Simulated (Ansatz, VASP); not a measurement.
**One calculation of BAs, two programs**

File INCAR:

```
SYSTEM = BAs
ALGO     = Normal         ! electronic algorithm
EDIFF    = 1E-6           ! SCF threshold, eV
ENCUT    = 520            ! plane-wave cutoff, eV
GGA      = RP             ! functional
ISIF     = 2              ! what is computed and relaxed
ISMEAR   = -1             ! smearing method
LASPH    = .True.         ! aspherical terms in the spheres
LCHARG   = .True.         ! write CHGCAR
LELF     = .True.         ! ELF
LREAL    = .False.        ! projectors in reciprocal space
LVHAR    = .True.       
LWAVE    = .False.        ! write WAVECAR
NBANDS   = 11             ! bands
NELM     = 80             ! most SCF steps
PREC     = Accurate       ! precision mode
SIGMA    = 0.05           ! smearing width, eV
```

The input KPOINTS:

```
k-points
0
Gamma
  10 10 10
  0 0 0
```

Contents of POSCAR:

```
BAs
1.0
    0.0000000000      2.3724693156      2.3724693156
    2.3724693156      0.0000000000      2.3724693156
    2.3724693156      2.3724693156      0.0000000000
As B
1 1
Direct
    0.7500000000      0.7500000000      0.7500000000
    0.0000000000      0.0000000000      0.0000000000
```

input.yaml

```yaml
crystal:
  lattice:
    - [0.0, 2.3724693156, 2.3724693156]
    - [2.3724693156, 0.0, 2.3724693156]
    - [2.3724693156, 2.3724693156, 0.0]
  atoms:
    - { symbol: As, position: [0.75, 0.75, 0.75] }
    - { symbol: B, position: [0.0, 0.0, 0.0] }
hamiltonian:
  xc: rpbe
  pseudopotentials: { kind: paw }
kpoints:
  mp_grid: { grid: [10, 10, 10] }
scf:
  occupations: { method: fermi_dirac, width: 0.05 }
output:
  forces: true
  stress: true
  eigenvalues: true
  write_density: true
  write_potential: true
  elf: true
  volumetric_format: npy
```

Alike in both runs: task single point; functional RPBE; k mesh 10 × 10 × 10; occupations fermi-dirac, width 0.05 eV; no spin polarisation.

|  | VASP | Ansatz |
| --- | --- | --- |
| version | VASP 6.6.1 | Ansatz 0.2.0 |
| potentials or method | VASP PAW PBE potentials, release 64 (As, B) | Ansatz PAW |
| plane-wave cutoff (eV) | 520 | 420 |
| valence electrons in the cell | 8 | 18 |

|  | VASP | Ansatz | Ansatz less VASP |
| --- | --- | --- | --- |
| gap on the k mesh at the Fermi level (eV) | 1.18 | 1.19 | +0.011 |
| least direct gap on the mesh (eV) | 3.30 | 3.31 | +0.007 |
| pressure (GPa) | 9.1 | 8.5 | -0.63 |

VASP's potentials were made for PBE, not for RPBE. With one functional, cell and mesh, what is left measures potentials, basis and numerics. VASP's potentials hold 8 valence electrons a cell and Ansatz's 18, so a difference there can come from the potentials and not from the codes.
